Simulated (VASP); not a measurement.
## ScNb: single point with LDA

The system is ScNb.

```xyz
2
Lattice="3.0656 0.0000 0.0000 -1.5328 2.6549 0.0000 0.0000 0.0000 4.3114" Properties=species:S:1:pos:R:3 pbc="T T T"
Sc    0.0000    0.0000    0.0000
Nb    0.0000    1.7700    2.1557
```

This cell differs from its parent crystal: strain -0.1500 x Voigt [0, 0, 1, 0, 0, 0].

| Property | Result |
| --- | --- |
| Program | VASP 6.6.1 |
| Task | single point |
| Functional | LDA |
| Potentials or basis | VASP PAW LDA potentials, release 64 (Sc_sv, Nb_sv) |
| Cutoff | 520 eV |
| k mesh | 18 × 18 × 10 |
| Occupations | gaussian, width 0.15 eV |
| Spin | no spin polarisation |

| Property | Result |
| --- | --- |
| Pressure | 13.2 GPa |
| Band gap on the k mesh | zero (bands 12 and 13 overlap by 0.96 eV) |

Stress tensor (GPa, compression positive):
```
 7.31  0.00  0.00
 0.00  7.31  0.00
 0.00  0.00 25.06
```

Levels at points of the mesh, in eV from the Fermi level:
```csv
k point,band 8,band 9,band 10,band 11,band 12,band 13,band 14,band 15,band 16,band 17
"(0.00, 0.00, 0.00)",-26.65,-5.84,-3.35,0.33,0.33,1.44,1.44,2.26,2.26,2.48
"(0.50, 0.00, 0.00)",-26.77,-3.27,-2.30,-2.16,-0.21,-0.12,2.04,2.64,4.32,5.21
"(0.00, 0.00, 0.50)",-26.66,-4.04,-3.19,-0.11,-0.11,0.25,0.62,0.62,1.71,4.37
"(0.50, 0.00, 0.50)",-26.80,-3.09,-3.06,-0.93,-0.04,1.39,2.25,2.37,2.69,5.11
```

It took 9.5 min on 1 thread of Intel(R) Xeon(R) Platinum 8259CL CPU @ 2.50GHz (Skylake/Cascade Lake), on a shared host, peak memory 0.26 GiB.

Caveat: the cell differs from its parent crystal (strain -0.1500 x Voigt [0, 0, 1, 0, 0, 0]); the cell stands under pressure.
